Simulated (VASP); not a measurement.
Set up this calculation in VASP 6.6.1, as the native input.

```yaml
Task: single point
Functional: PBEsol
Potentials_or_basis: VASP PAW PBE potentials, release 64 (Ca_sv, Se)
Cutoff: 520 eV
k_mesh: 8 × 8 × 8
Occupations: gaussian, width 0.01 eV
Spin: no spin polarisation
Dipole_correction: no
Further_INCAR_settings: ALGO = Normal; EDIFF = 1e-07; NBANDS = 15
```

The structure of CaSe lies in POSCAR:

```
CaSe
1.0
    0.0000000000      2.7509506442      2.7509506442
    2.7509506442      0.0000000000      2.7509506442
    2.7509506442      2.7509506442      0.0000000000
Ca Se
1 1
Direct
    0.0000000000      0.0000000000      0.0000000000
    0.5000000000      0.5000000000      0.5000000000
```

These files were run (other wordings do the same):

INCAR

```
SYSTEM = CaSe
PREC     = Accurate       ! precision mode
ENCUT    = 520            ! plane-wave cutoff, eV
EDIFF    = 1E-7           ! SCF threshold, eV
ISMEAR   = 0              ! smearing method
SIGMA    = 0.01           ! smearing width, eV
LREAL    = .FALSE.        ! projectors in reciprocal space
LASPH    = .TRUE.         ! aspherical terms in the spheres
NELM     = 60             ! most SCF steps
ALGO     = Normal         ! electronic algorithm
ISIF     = 2              ! what is computed and relaxed
LWAVE    = .FALSE.        ! write WAVECAR
LCHARG   = .TRUE.         ! write CHGCAR
GGA      = PS             ! functional
LELF     = .TRUE.         ! ELF
LVHAR    = .TRUE.       
NBANDS   = 15             ! bands
```

KPOINTS

```
Automatic mesh
0
G
  8 8 8
  0 0 0
```

Potentials or basis: VASP PAW PBE potentials, release 64 (Ca_sv, Se).

Run with:

```bash
$ cat potpaw_PBE.64/Ca_sv/POTCAR potpaw_PBE.64/Se/POTCAR > POTCAR
$ mpirun -np 1 vasp_std > vasp.out
```

It gave:

| Property | Result |
| --- | --- |
| Pressure | 15.4 GPa |
| Band gap on the k mesh | 1.22 eV, indirect (least direct gap 2.37 eV) |

Caveat: the PAW data sets were made with another functional, which shifts forces and pressure a little.

Wall time 17 s on 1 thread of Intel Xeon 6975P-C, on a shared host, peak memory 0.17 GiB.
